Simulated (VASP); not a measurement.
# Si (a cell with a defect) in VASP: a series of runs

The runs below take Si (a cell with a defect) through single point, with LDA.

Everything below comes from runs of VASP 6.6.1. Logs are shortened: lines on timing, memory, paths and dates and some standing lists are left out, and cuts for length are marked.

## (1) The cell of the first run

The cell holds a defect, 17 atoms: a = 7.679 Å, b = 7.679 Å, c = 7.679 Å, α = 60.00°, β = 60.00°, γ = 60.00°.

## (2) Single point, LDA

INCAR reads:

```
SYSTEM = Si
ALGO     = Normal         ! electronic algorithm
EDIFF    = 1E-7           ! SCF threshold, eV
ENCUT    = 520            ! plane-wave cutoff, eV
GGA      = CA             ! functional
ISIF     = 2              ! what is computed and relaxed
ISMEAR   = -1             ! smearing method
LASPH    = .TRUE.         ! aspherical terms in the spheres
LCHARG   = .FALSE.        ! write CHGCAR
LREAL    = Auto         
LWAVE    = .FALSE.        ! write WAVECAR
NBANDS   = 48             ! bands
NELM     = 80             ! most SCF steps
PREC     = Accurate       ! precision mode
SIGMA    = 0.05           ! smearing width, eV
```

KPOINTS reads:

```
k-points
0
G
  2 2 2
  0 0 0
```

POSCAR reads:

```
Si
1.0
    0.0000000000      5.4300000000      5.4300000000
    5.4300000000      0.0000000000      5.4300000000
    5.4300000000      5.4300000000      0.0000000000
Si
17
Direct
    0.0234714549     -0.0306906077      0.0050368324
    0.1074493554      0.1029742173      0.1623848987
   -0.0314088398      0.0349447514      0.5141896869
    0.1240055249      0.1089226519      0.6383333333
    0.0034622468      0.4902025783     -0.0011233886
    0.1409944751      0.6069797422      0.1349355433
   -0.0072375691      0.4929465930      0.5144935543
    0.1313812155      0.6339042357      0.6238489871
    0.4765837937     -0.0083701657      0.0059392265
    0.6332136280      0.0985359116      0.1133057090
    0.4996040516      0.0079465930      0.4926611418
    0.6127163904      0.1641528545      0.6040423573
    0.5140976059      0.4815930018     -0.0130662983
    0.6480478821      0.6251197053      0.1064456722
    0.4982688766      0.5383977901      0.4784714549
    0.6414917127      0.6409208103      0.6062799263
    0.2402209945      0.2540699816      0.7709760589
```

Potentials or basis: VASP PAW LDA potentials, release 64 (Si).

Started as:

```
> cat potpaw_LDA.64/Si/POTCAR > POTCAR
> mpirun -np 1 vasp_std > vasp.out
```

OUTCAR:

```text
SYSTEM = Si
   EDIFF = 1E-7
   ENCUT = 520
   GGA = CA
   ISIF = 2
   ISMEAR = -1
   LASPH = .TRUE.
   LREAL = Auto
   NELM = 80
   PREC = Accurate

 ion  position               nearest neighbor table
   1  0.023  0.969  0.005-   6 2.27   4 2.30   2 2.37  10 2.45  17 2.74
   2  0.107  0.103  0.162-   3 2.23   9 2.33   1 2.37   5 2.44  17 2.46
   3  0.969  0.035  0.514-   2 2.23   4 2.24  12 2.24   8 2.52
   4  0.124  0.109  0.638-   3 2.24   1 2.30  11 2.36   7 2.41  17 2.47
   5  0.003  0.490  0.999-  14 2.23   8 2.36   2 2.44   6 2.45  17 2.52
   6  0.141  0.607  0.135-   1 2.27  13 2.35   7 2.38   5 2.45
   7  0.993  0.493  0.514-  16 2.21   6 2.38   4 2.41   8 2.44  17 2.74
   8  0.131  0.634  0.624-  15 2.31   5 2.36  17 2.39   7 2.44   3 2.52
   9  0.477  0.992  0.006-  14 2.32   2 2.33  10 2.34  12 2.54  17 2.57
  10  0.633  0.099  0.113-   9 2.34  11 2.39  13 2.40   1 2.45
  11  0.500  0.008  0.493-  16 2.30   4 2.36  10 2.39  12 2.39  17 2.85
  12  0.613  0.164  0.604-   3 2.24  15 2.35  17 2.35  11 2.39   9 2.54
  13  0.514  0.482  0.987-   6 2.35  16 2.40  10 2.40  14 2.49
  14  0.648  0.625  0.106-   5 2.23   9 2.32  15 2.35  13 2.49
  15  0.498  0.538  0.478-   8 2.31  14 2.35  16 2.35  12 2.35  17 2.95
  16  0.641  0.641  0.606-   7 2.21  11 2.30  15 2.35  13 2.40
  17  0.240  0.254  0.771-  12 2.35   8 2.39   2 2.46   4 2.47   5 2.52   9 2.57   7 2.74   1 2.74
                            11 2.85  15 2.95

  LATTYP: Found a face centered cubic cell.
 ALAT       =    10.8600000000

  Lattice vectors:

 A1 = (   0.0000000000,   5.4300000000,   5.4300000000)
 A2 = (   5.4300000000,   0.0000000000,   5.4300000000)
 A3 = (   5.4300000000,   5.4300000000,   0.0000000000)

Analysis of symmetry for initial positions (statically):
=====================================================================
 Subroutine PRICEL returns:
 Original cell was already a primitive cell.

 Routine SETGRP: Setting up the symmetry group for a
 face centered cubic supercell.

 Subroutine GETGRP returns: Found  1 space group operations
 (whereof  1 operations were pure point group operations)
 out of a pool of 48 trial point group operations.

The static configuration has the point symmetry C_1 .

Analysis of symmetry for dynamics (positions and initial velocities):
=====================================================================
 Subroutine PRICEL returns:
 Original cell was already a primitive cell.

 Routine SETGRP: Setting up the symmetry group for a
 face centered cubic supercell.

 Subroutine GETGRP returns: Found  1 space group operations
 (whereof  1 operations were pure point group operations)
 out of a pool of 48 trial point group operations.

The dynamic configuration has the point symmetry C_1 .

 Subroutine INISYM returns: Found  1 space group operations
 (whereof  1 operations are pure point group operations),
 and found     1 'primitive' translations

----------------------------------------------------------------------------------------

                                     Primitive cell

  volume of cell :     320.2060

  direct lattice vectors                    reciprocal lattice vectors
     0.000000000  5.430000000  5.430000000    -0.092081031  0.092081031  0.092081031
     5.430000000  0.000000000  5.430000000     0.092081031 -0.092081031  0.092081031
     5.430000000  5.430000000  0.000000000     0.092081031  0.092081031 -0.092081031

  length of vectors
     7.679179644  7.679179644  7.679179644     0.159489025  0.159489025  0.159489025

  position of ions in fractional coordinates (direct lattice)
     0.023471455  0.969309392  0.005036832
     0.107449355  0.102974217  0.162384899
     0.968591160  0.034944751  0.514189687
     0.124005525  0.108922652  0.638333333
     0.003462247  0.490202578  0.998876611
     0.140994475  0.606979742  0.134935543
[... 9 lines left out ...]
     0.641491713  0.640920810  0.606279926
     0.240220994  0.254069982  0.770976059

  ion indices of the primitive-cell ions
   primitive index   ion index
                 1           1
                 2           2
                 3           3
                 4           4
                 5           5
                 6           6
[... 9 lines left out ...]
                16          16
                17          17

----------------------------------------------------------------------------------------

 KPOINTS: k-points

Automatic generation of k-mesh.
 Grid dimensions read from file:
 generate k-points for:    2    2    2

 Generating k-lattice:

  Cartesian coordinates                     Fractional coordinates (reciprocal lattice)
    -0.046040516  0.046040516  0.046040516     0.500000000  0.000000000  0.000000000
     0.046040516 -0.046040516  0.046040516     0.000000000  0.500000000  0.000000000
     0.046040516  0.046040516 -0.046040516     0.000000000  0.000000000  0.500000000

  Length of vectors
     0.079744512  0.079744512  0.079744512

[... 38 lines left out ...]
   EDIFFG = 0.1E-05   stopping-criterion for IOM
   NSW    =      0    number of steps for IOM
   IBRION =     -1    ionic relax: 0-MD 1-quasi-New 2-CG
   NFREE  =      0    steps in history (QN), initial steepest desc. (CG)
   ISIF   =      2    stress and relaxation
   ISYM   =      2    0-nonsym 1-usesym 2-fastsym
   POTIM  = 0.5000    time-step for ionic-motion
   TEBEG  =    0.0;   TEEND  =   0.0 temperature during run
   PSTRESS=    0.0 pullay stress
   NELECT =      68.0000    total number of electrons
   NUPDOWN=      -1.0000    fix difference up-down
   EMIN   =  10.00;   EMAX   =-10.00  energy-range for DOS
   EFERMI =   0.00;   METHOD = LEGACY
   ISMEAR =    -1;   SIGMA  =   0.05  broadening in eV -4-tet -1-fermi 0-gaus
   EFERMI_NEDOS =   21; number of points for ismear=-14 and -15
   IALGO  =     38    algorithm
   IMIX   =      4    mixing-type and parameters
     AMIX     =   0.40;   BMIX     =  1.00
     AMIX_MAG =   1.60;   BMIX_MAG =  1.00
  volume/ion in A,a.u.               =      18.84       127.11
  Fermi-wavevector in a.u.,A,eV,Ry     =   0.976715  1.845724 12.979587  0.953973
  Thomas-Fermi vector in A             =   2.107356
   LORBIT       =      0    0 simple, 1 ext, 2 COOP (PROOUT), +10 PAW based schemes
   GGA     = CA    functional components
   LHFCALC =     F    Hartree Fock is set to
   AEXX    =    0.0000 exact exchange contribution
   IVDW    =     0    specifies the selected vdW correction
   LEPSILON=     F    determine dielectric tensor
   LRPA    =     F    only Hartree local field effects (RPA)
 non-spin polarized calculation
  energy-cutoff  :      520.00
  volume of cell :      320.21
 maximum number of plane-waves:      8646
 NGX is ok and might be reduce to    60
   NGX = 29   NGY = 29   NGZ = 29

 number of electron      68.0000000 magnetization

 Free energy of the ion-electron system (eV)
  ---------------------------------------------------
  ext. energy  EPLUGINS =         0.00000000
  ---------------------------------------------------
  free energy    TOTEN  =       -96.53966045 eV

  energy without entropy =      -96.50203083  energy(sigma->0) =      -96.52084564

 E-fermi :   6.7063     XC(G=0):  -9.8564

 val. band max:        6.6908334013   @ k =   0.0000   0.0000   0.0000
 cond. band min:       6.7514099157   @ k =   0.5000   0.0000   0.5000
 fundamental gap:      0.0605765145
 Fermi energy:         6.7063137392

 k-point     1 :       0.0000    0.0000    0.0000
  band No.  band energies     occupation
      1      -6.4237      2.00000
      2      -3.9068      2.00000
      3      -3.7766      2.00000
      4      -3.6296      2.00000
      5      -3.6071      2.00000
      6      -2.9871      2.00000
[... 38 lines left out ...]
     45       8.1029      0.00000
     46       8.7810      0.00000

 k-point     2 :       0.5000    0.0000    0.0000
  band No.  band energies     occupation
      1      -6.0445      2.00000
      2      -4.9940      2.00000
      3      -3.7600      2.00000
      4      -3.6242      2.00000
      5      -3.4020      2.00000
      6      -3.0712      2.00000
[... 286 lines left out ...]
 k-point     8 :       0.5000    0.0000    0.5000
  band No.  band energies     occupation
      1      -5.9184      2.00000
      2      -4.7931      2.00000
      3      -4.1576      2.00000
      4      -4.0226      2.00000
      5      -3.8993      2.00000
      6      -3.5028      2.00000
[... 38 lines left out ...]
     45      10.0110      0.00000
     46      10.0862      0.00000
 [bands above 46 left out]

------------------------ aborting loop because EDIFF is reached ----------------------------------------

  FORCE on cell =-STRESS in cart. coord.  units (eV):
  Direction    XX          YY          ZZ          XY          YZ          ZX
  --------------------------------------------------------------------------------------
  -------------------------------------------------------------------------------------
  Total        4.1270568      4.6616026      2.8632555     -3.0137324      2.1776949     -3.5267479
  in kB       20.6500707     23.3247149     14.3265364    -15.0794597     10.8962769    -17.6463753
  external PRESSURE =      19.4337740 kB  Pullay stress =       0.0000000 kB

 VOLUME and BASIS-vectors are now :
 -----------------------------------------------------------------------------
  energy-cutoff  :      520.00
  volume of cell :      320.21
      direct lattice vectors                 reciprocal lattice vectors
     0.000000000  5.430000000  5.430000000    -0.092081031  0.092081031  0.092081031
     5.430000000  0.000000000  5.430000000     0.092081031 -0.092081031  0.092081031
     5.430000000  5.430000000  0.000000000     0.092081031  0.092081031 -0.092081031

 POSITION                                       TOTAL-FORCE (eV/Angst)
 -----------------------------------------------------------------------------------
      5.29070      0.15480      5.39080         1.109236     -0.709193     -0.752943
      1.44090      1.46520      1.14260        -0.540173     -0.894440      0.494997
      2.98180      8.05150      5.44920        -0.938226      0.987232     -1.083371
      4.05760      4.13950      1.26480         0.376710      0.155870      0.947822
      8.08570      5.44270      2.68060         0.393525      1.268165      0.817208
      4.02860      1.49830      4.06150        -0.730139      0.066550     -0.740088
[... 9 lines left out ...]
      6.77230      6.77540      6.96350         0.866205     -0.346206     -1.475460
      5.56600      5.49080      2.68400        -0.061222     -0.184249     -0.318210
 -----------------------------------------------------------------------------------
    total drift:                                0.003527      0.000963     -0.003351

  FREE ENERGIE OF THE ION-ELECTRON SYSTEM (eV)
  ---------------------------------------------------
  free  energy   TOTEN  =       -96.5396604494 eV

  energy  without entropy=      -96.5020308299  energy(sigma->0) =      -96.52084564
```

It took 4.9 min on 1 thread of AMD EPYC 9R45 (Zen 5), shared host; peak memory 0.34 GiB.

What came out:

```yaml
Free_energy: -96.5397 eV
Pressure: 1.9 GPa
Largest_force: 2.012 eV/Å
Band_gap_on_the_k_mesh: zero (band 34 reaches 6.79 eV, above the bottom of band 35 at 6.43 eV)
```

Forces in eV/Å, atoms in the order of the input:
```
Si   1.109 -0.709 -0.753
Si  -0.540 -0.894  0.495
Si  -0.938  0.987 -1.083
Si   0.377  0.156  0.948
Si   0.394  1.268  0.817
Si  -0.730  0.067 -0.740
Si  -0.905  0.790  1.180
Si   0.549 -1.224  0.062
Si  -0.402  0.371  0.865
Si   0.416  0.302  0.693
Si  -0.198 -0.284  0.517
Si   0.219  0.003 -0.632
Si   0.221  0.604  0.533
Si  -0.014 -1.214 -1.605
Si  -0.361  0.308  0.496
Si   0.866 -0.346 -1.475
Si  -0.061 -0.184 -0.318
```

Caveat: the k points lie up to 0.50 Å⁻¹ apart.

## (3) Single point, LDA

INCAR reads:

```
  PREC = Accurate
  ENCUT = 520
  EDIFF = 1E-7
  ISMEAR = -1
  SIGMA = 0.05
  LREAL = Auto
  LASPH = True
  NELM = 100
  ALGO = Normal
  ISIF = 2
  LWAVE = False
  LCHARG = False
  GGA = CA
  NBANDS = 48
```

KPOINTS reads:

```
regular mesh
0
Gamma
  2 2 2
```

POSCAR reads:

```
Si
1.0
    0.0000000000      5.4300000000      5.4300000000
    5.4300000000      0.0000000000      5.4300000000
    5.4300000000      5.4300000000      0.0000000000
Si
17
Direct
   -0.0126519337      0.0291344383     -0.0055985267
    0.1694290976      0.1007734807      0.1241988950
    0.0026703499     -0.0030386740      0.4880110497
    0.1123020258      0.1432044199      0.5940331492
   -0.0057458564      0.4745119705      0.0077532228
    0.1280202578      0.6497329650      0.0865101289
    0.0224861878      0.5125782689      0.4704051565
    0.1167771639      0.6351197053      0.6153959484
    0.5362707182     -0.0136556169      0.0270073665
    0.6171086556      0.1621546961      0.1494475138
    0.4857826888     -0.0024677716      0.5127624309
    0.6327992634      0.0800184162      0.6551933702
    0.4860497238      0.5139318600     -0.0014825046
    0.6134714549      0.6165469613      0.1462154696
    0.4816850829      0.4707642726      0.5192357274
    0.6258563536      0.6123204420      0.6326703499
    0.2440699816      0.2609208103      0.7353406998
```

Potentials or basis: VASP PAW LDA potentials, release 64 (Si).

Started as:

```
> cat potpaw_LDA.64/Si/POTCAR > POTCAR
> mpirun -np 1 vasp_std > vasp.out
```

Run time: 4.5 min. Hardware: 1 thread of AMD EPYC 9R45 (Zen 5), shared host; peak memory 0.34 GiB.

Results (log left out):

| Property | Result |
| --- | --- |
| Free energy | -96.3990 eV |
| Pressure | 1.3 GPa |
| Largest force | 2.019 eV/Å |
| Band gap on the k mesh | zero (band 34 reaches 6.90 eV, above the bottom of band 35 at 6.44 eV) |

Forces in eV/Å, atoms in the order of the input:
```
Si  -0.691  0.217  0.257
Si   0.126 -0.894 -0.280
Si   0.131 -0.354 -0.220
Si   0.600  0.793 -0.137
Si   0.658 -0.054  0.792
Si   0.664 -0.517 -1.277
Si   0.043 -1.569 -0.802
Si   0.997  0.327 -0.244
Si  -0.070  0.139  0.073
Si  -1.321  0.446 -0.937
Si  -0.469  0.356 -0.521
Si   0.420 -0.151  0.545
Si   0.532  0.084  1.171
Si  -0.391  0.157  0.141
Si  -0.058  1.141  1.665
Si  -0.967 -0.599  0.573
Si  -0.206  0.477 -0.798
```

Stress tensor (GPa, compression positive):
```
 1.25 -1.19 -0.09
-1.19  1.11 -0.23
-0.09 -0.23  1.46
```

Levels at points of the mesh, in eV from the Fermi level:
| k point | band 31 | band 32 | band 33 | band 34 | band 35 | band 36 | band 37 | band 38 |
| --- | --- | --- | --- | --- | --- | --- | --- | --- |
| (0.00, 0.00, 0.00) | -0.93 | -0.82 | -0.68 | -0.62 | -0.31 | -0.20 | 0.04 | 0.17 |
| (0.50, 0.00, 0.00) | -1.32 | -1.25 | -1.01 | -0.23 | 0.33 | 0.50 | 0.74 | 0.92 |
| (0.00, 0.50, 0.00) | -1.27 | -1.15 | -0.95 | -0.21 | 0.12 | 0.49 | 0.81 | 0.95 |
| (0.00, 0.00, 0.50) | -1.31 | -1.25 | -1.07 | -0.29 | 0.32 | 0.44 | 0.74 | 0.91 |
| (0.50, 0.50, 0.50) | -1.35 | -1.22 | -1.04 | -0.16 | 0.12 | 0.44 | 0.77 | 0.82 |
| (0.50, 0.50, 0.00) | -1.75 | -1.59 | -0.97 | 0.13 | 0.58 | 0.78 | 1.13 | 1.32 |
| (0.00, 0.50, 0.50) | -1.75 | -1.71 | -0.86 | 0.15 | 0.59 | 0.71 | 1.14 | 1.44 |
| (0.50, 0.00, 0.50) | -1.71 | -1.56 | -0.74 | 0.01 | 0.47 | 1.01 | 1.03 | 1.25 |

Caveat: the k points lie up to 0.50 Å⁻¹ apart.

## (4) Single point, LDA

INCAR reads:

```
SYSTEM = Si
  PREC = Accurate
  ENCUT = 520
  EDIFF = 1E-7
  ISMEAR = -1
  SIGMA = 0.05
  LREAL = Auto
  LASPH = .TRUE.
  NELM = 60
  ALGO = Normal
  ISIF = 2
  LWAVE = .FALSE.
  LCHARG = .FALSE.
  NBANDS = 48
```

KPOINTS reads:

```
regular mesh
0
G
  2 2 2
  0 0 0
```

POSCAR reads:

```
Si
1.0
    0.0000000000      5.4300000000      5.4300000000
    5.4300000000      0.0000000000      5.4300000000
    5.4300000000      5.4300000000      0.0000000000
Si
17
Direct
   -0.0096500921     -0.0158747698     -0.0027992634
    0.0644383057      0.1662615101      0.1164640884
    0.0309300184     -0.0338766114      0.4855524862
    0.1068508287      0.1189134438      0.6232228361
    0.0186279926      0.5452946593     -0.0190515654
    0.1063075506      0.6064180479      0.1752578269
   -0.0479281768      0.5044843462      0.5325138122
    0.1395488029      0.6002117864      0.6173756906
    0.4621639042     -0.0010589319     -0.0124585635
    0.6274585635      0.0962799263      0.1146040516
    0.5251381215      0.0179742173      0.4848250460
    0.6658287293      0.1276335175      0.6102670350
    0.5076979742      0.4825414365      0.0340883978
    0.6421546961      0.6311602210      0.1189318600
    0.5395948435      0.5179373849      0.4875138122
    0.6053499079      0.6540607735      0.6507826888
    0.2718784530      0.2242357274      0.7400184162
```

Started as:

```
> cat potpaw_LDA.64/Si/POTCAR > POTCAR
> mpirun -np 1 vasp_std > vasp.out
```

Run time: 4.3 min. Hardware: 1 thread of AMD EPYC 9R45 (Zen 5), shared host; peak memory 0.33 GiB.

It converged, with:

```yaml
Free_energy: -95.9496 eV
Pressure: 0.6 GPa
Largest_force: 2.285 eV/Å
Band_gap_on_the_k_mesh: zero (band 34 reaches 6.79 eV, above the bottom of band 35 at 6.58 eV)
```

Forces in eV/Å, atoms in the order of the input:
```
Si  -0.140  0.630 -0.031
Si  -0.008  0.749  0.115
Si   0.035 -0.704  0.690
Si  -0.072  0.357  0.609
Si  -0.738 -0.892 -1.719
Si  -0.253  0.406  2.234
Si  -0.991  1.152  0.179
Si  -0.205  0.603  0.997
Si   0.602  1.283  0.577
Si   0.966 -0.969 -0.164
Si  -0.191 -0.725 -0.407
Si   0.679 -0.300 -0.080
Si  -0.420 -0.763 -0.760
Si  -0.054  0.110  0.192
Si   0.072 -0.359 -1.036
Si   1.035 -0.359 -1.255
Si  -0.318 -0.217 -0.142
```

Stress tensor (GPa, compression positive):
```
 0.94  0.99 -0.21
 0.99  1.56 -0.02
-0.21 -0.02 -0.58
```

Levels at points of the mesh, in eV from the Fermi level:
```csv
k point,band 30,band 31,band 32,band 33,band 34,band 35,band 36,band 37,band 38,band 39
"(0.00, 0.00, 0.00)",-1.34,-0.94,-0.79,-0.57,-0.36,-0.11,-0.04,0.10,0.23,0.49
"(0.50, 0.00, 0.00)",-1.30,-1.23,-1.14,-1.06,-0.14,0.28,0.54,0.73,0.98,1.01
"(0.00, 0.50, 0.00)",-1.43,-1.32,-1.09,-0.94,-0.48,0.26,0.59,0.70,1.09,1.22
"(0.00, 0.00, 0.50)",-1.42,-1.32,-1.03,-0.86,-0.24,0.16,0.64,0.85,0.93,1.16
"(0.50, 0.50, 0.50)",-1.40,-1.21,-1.00,-0.87,-0.24,0.13,0.77,0.90,0.99,1.38
"(0.50, 0.50, 0.00)",-1.83,-1.61,-1.51,-0.69,-0.08,0.65,0.83,1.18,1.25,1.79
"(0.00, 0.50, 0.50)",-1.71,-1.60,-1.52,-0.91,0.05,0.61,0.74,1.14,1.32,1.70
"(0.50, 0.00, 0.50)",-1.82,-1.60,-1.52,-0.91,0.09,0.50,0.92,1.07,1.30,1.78
```

Caveat: the k points lie up to 0.50 Å⁻¹ apart.
